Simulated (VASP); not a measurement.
Runs of VASP 6.6.1 on ZnSe. The structure is cubic, space group Pm-3m (No. 221). Conventional cell: a = 3.325 Å, b = 3.325 Å, c = 3.325 Å, α = 90.00°, β = 90.00°, γ = 90.00°. Zn (site symmetry m-3m) has 8 Se at 2.88 Å and 6 Zn at 3.33 Å within 3.8 Å. Se (site symmetry m-3m) has 8 Zn at 2.88 Å and 6 Se at 3.33 Å within 3.8 Å. 

| level | spin | k mesh | cutoff (eV) | gap on the mesh (eV) | pressure (GPa) |
| --- | --- | --- | --- | --- | --- |
| r2SCAN | off | 6 × 6 × 6 | 550 | none | -0.2 |
| PBE | non-collinear, zero start, SOC | 6 × 6 × 6 | 500 | - | 1.3 |
| PBEsol | off | 4 × 4 × 4 | 500 | none | -0.8 |
| PBE | off | 8 × 8 × 8 | 500 | none | (a) |
| PBE | off | 4 × 4 × 4 | 500 | none | (b) |
| PBE | off | 6 × 6 × 6 | 500 | none | 1.2 |

Alike in all rows: task single point; potentials or basis VASP PAW PBE potentials, release 64 (Zn, Se); cell as given; smearing fermi-dirac 0.02 eV.

Question: Fill in the values left out.

Answer: (a) 1.4; (b) 3.5.

Caveats: some runs use coarse meshes; the PAW data sets were made with another functional, which shifts forces and pressure a little (some runs).

A k mesh can miss the band edges, and rows without SOC leave out spin-orbit coupling on Se.

A gap of «none» marks levels without a gap at the run's occupations.
